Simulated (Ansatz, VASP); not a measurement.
# Y8CO: VASP beside Ansatz

The input INCAR:

```
SYSTEM = Y8CO
  ALGO = Normal
  DIPOL = 0.5 0.5 0.316
  EDIFF = 1E-6
  ENCUT = 520
  GGA = PE
  IDIPOL = 3
  ISIF = 2
  ISMEAR = 0
  LASPH = .True.
  LCHARG = .False.
  LDIPOL = .True.
  LREAL = .False.
  LWAVE = .False.
  NBANDS = 60
  NELM = 80
  PREC = Accurate
  SIGMA = 0.1
```

The input KPOINTS:

```
k-points
0
Gamma
  4 5 1
  0 0 0
```

POSCAR

```
Y8CO
1.0
    7.3129608291      0.0000000000      0.0000000000
    0.0000000000      5.6740148963      0.0000000000
    0.0000000000      0.0000000000     21.9980757826
Y C O
8 1 1
Direct
    0.0000000000      0.7500000000      0.1818340858
    0.5000000000      0.7500000000      0.1818340858
    0.2500000000      0.2500000000      0.2298171451
    0.7500000000      0.2500000000      0.2298171451
    0.2500000000      0.7500000000      0.3130925676
    0.7500000000      0.7500000000      0.3130925676
    0.0000000000      0.2500000000      0.3635806996
    0.5000000000      0.2500000000      0.3635806996
    0.5000000000      0.2500000000      0.4708628102
    0.5607576087      0.3715152174      0.5081498836
```

Input for Ansatz:

```yaml
crystal:
  lattice:
    - [7.3129608291, 0.0, 0.0]
    - [0.0, 5.6740148963, 0.0]
    - [0.0, 0.0, 21.9980757826]
  atoms:
    - { symbol: "Y", position: [0.0, 0.75, 0.1818340858] }
    - { symbol: "Y", position: [0.5, 0.75, 0.1818340858] }
    - { symbol: "Y", position: [0.25, 0.25, 0.2298171451] }
    - { symbol: "Y", position: [0.75, 0.25, 0.2298171451] }
    - { symbol: "Y", position: [0.25, 0.75, 0.3130925676] }
    - { symbol: "Y", position: [0.75, 0.75, 0.3130925676] }
    - { symbol: "Y", position: [0.0, 0.25, 0.3635806996] }
    - { symbol: "Y", position: [0.5, 0.25, 0.3635806996] }
    - { symbol: C, position: [0.5, 0.25, 0.4708628102] }
    - { symbol: O, position: [0.5607576087, 0.3715152174, 0.5081498836] }
basis:
  ecutwfc: 420
kpoints:
  mp_grid: { grid: [4, 5, 1] }
hamiltonian:
  xc: pbe
scf:
  occupations: { method: gaussian, width: 0.1 }
output:
  forces: true
  eigenvalues: true
efield:
  axis: 3
  dipole_correction: true
  ramp_width: 0.04
```

Alike in both runs: task single point; functional PBE; k mesh 4 × 5 × 1; occupations gaussian, width 0.1 eV; no spin polarisation.

```csv
,VASP,Ansatz
version,VASP 6.6.1,Ansatz 0.2.0
potentials or method,"VASP PAW PBE potentials, release 64 (Y_sv, C, O), cutoff 520 eV","scalar-relativistic, plane waves, PAW"
valence electrons in the cell,98,98
```

VASP gave:

| Property | Result |
| --- | --- |
| gap on the k mesh at the Fermi level (eV) | none |
| rms of the force components (eV/Å) | 0.235 |

Task: Estimate Ansatz's values.

Result: gap on the k mesh at the Fermi level (eV): none; rms of the force components (eV/Å): 0.260.

Atom by atom the forces differ by 0.207 eV/Å (rms over components). A gap of «none» marks a metal or a gap that the smearing closes. One of these differences is far larger than is usual between the two programs; its cause wasn't traced.

Noted on VASP's run: the standard files for N, O and F lose accuracy on very short bonds.
